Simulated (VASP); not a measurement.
Ga3H10N3: single point with PBE

The system is Ga3H10N3, a wire with vacuum.

```
CELL_PARAMETERS angstrom
13.20000 0.00000 0.00000
0.00000 14.30000 0.00000
0.00000 0.00000 5.34448
ATOMIC_POSITIONS crystal
Ga 0.56923 0.48903 0.00699
Ga 0.43258 0.42568 0.48590
Ga 0.56031 0.62995 0.48589
N 0.55355 0.49739 0.37097
N 0.44344 0.43236 0.86676
N 0.55953 0.61793 0.86676
H 0.66605 0.43741 0.91183
H 0.44668 0.31934 0.41751
H 0.33541 0.48229 0.40929
H 0.45856 0.67926 0.40938
H 0.66710 0.67187 0.41740
H 0.61643 0.46388 0.43958
H 0.43766 0.36538 0.93322
H 0.38090 0.46586 0.93651
H 0.49687 0.65120 0.93657
H 0.61952 0.65601 0.93314
```

| Quantity | Value |
| --- | --- |
| Program | VASP 6.6.1 |
| Task | single point |
| Functional | PBE |
| Potentials or basis | VASP PAW PBE potentials, release 64 (Ga_d, N, H) |
| Cutoff | 520 eV |
| k mesh | 1 × 1 × 6 |
| Occupations | gaussian, width 0.05 eV |
| Spin | no spin polarisation |
| Dipole correction | no |
| Further INCAR settings | LREAL = Auto; ALGO = Normal; EDIFF = 1e-07; NBANDS = 46 |

The largest force is 0.039 eV/Å and the band gap on the k mesh is 5.07 eV, indirect (least direct gap 5.25 eV).

Forces in eV/Å, atoms in the order of the input:
```
Ga   0.026 -0.015 -0.025
Ga  -0.025 -0.011 -0.018
Ga  -0.003  0.027 -0.016
N    0.000  0.000 -0.001
N   -0.016 -0.001  0.022
N   -0.008  0.014  0.021
H   -0.021  0.012  0.007
H    0.001  0.019  0.006
H    0.015 -0.013  0.003
H    0.018 -0.006  0.003
H   -0.016 -0.010  0.006
H    0.012 -0.007  0.008
H    0.009 -0.010 -0.003
H    0.002  0.010 -0.006
H   -0.007 -0.007 -0.005
H    0.013 -0.003 -0.003
```

Levels at points of the mesh, in eV from the valence-band top:
```csv
k point,band 29,band 30,band 31,band 32,band 33,band 34,band 35,band 36
"(0.00, 0.00, 0.00)",-0.86,-0.45,-0.31,0.00,5.52,5.84,5.88,6.21
"(0.00, 0.00, 0.50)",-0.88,-0.59,-0.44,-0.18,5.07,5.17,5.47,6.77
```

Wall time 5.4 min on 1 thread of Intel(R) Xeon(R) 6975P-C (Granite Rapids), with other jobs on the host, peak memory 0.84 GiB.
